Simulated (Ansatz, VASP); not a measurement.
**Two plane-wave programs on ZnS**

The input INCAR:

```
SYSTEM = ZnS
  ALGO = Normal
  EDIFF = 1E-6
  ENCUT = 520
  GGA = PE
  ISIF = 2
  ISMEAR = 0
  LASPH = .TRUE.
  LCHARG = .FALSE.
  LREAL = .FALSE.
  LWAVE = .FALSE.
  NBANDS = 16
  NELM = 60
  PREC = Accurate
  SIGMA = 0.02
```

Contents of KPOINTS:

```
k-points
0
G
  10 10 10
  0 0 0
```

POSCAR

```
ZnS
1.0
    0.0000000000      2.7484281372      2.7484281372
    2.7484281372      0.0000000000      2.7484281372
    2.7484281372      2.7484281372      0.0000000000
Zn S
1 1
Direct
    0.2500000000      0.2500000000      0.2500000000
    0.0000000000      0.0000000000      0.0000000000
```

Input for Ansatz:

```yaml
crystal:
  lattice:
    - [0.0, 2.7484281372, 2.7484281372]
    - [2.7484281372, 0.0, 2.7484281372]
    - [2.7484281372, 2.7484281372, 0.0]
  atoms:
    - { symbol: Zn, position: [0.25, 0.25, 0.25] }
    - { symbol: S, position: [0.0, 0.0, 0.0] }
basis:
  ecutwfc: 420
kpoints:
  mp_grid: { grid: [10, 10, 10] }
hamiltonian:
  xc: pbe
scf:
  occupations: { method: gaussian, width: 0.02 }
output:
  forces: true
  stress: true
  eigenvalues: true
```

Alike in both runs: task single point; functional PBE; k mesh 10 × 10 × 10; occupations gaussian, width 0.02 eV; no spin polarisation.

|  | VASP | Ansatz |
| --- | --- | --- |
| version | VASP 6.6.1 | Ansatz 0.2.0 |
| potentials or method | VASP PAW PBE potentials, release 64 (Zn, S), cutoff 520 eV | scalar-relativistic, plane waves, PAW |
| valence electrons in the cell | 18 | 18 |

Ansatz gave:

```
gap on the k mesh at the Fermi level (eV) : 1.89
least direct gap on the mesh (eV)         : 1.89
pressure (GPa)                            : -1.9
```

Question: What did VASP give for the same quantities?

Answer: gap on the k mesh at the Fermi level (eV): 1.89; least direct gap on the mesh (eV): 1.89; pressure (GPa): -1.8.
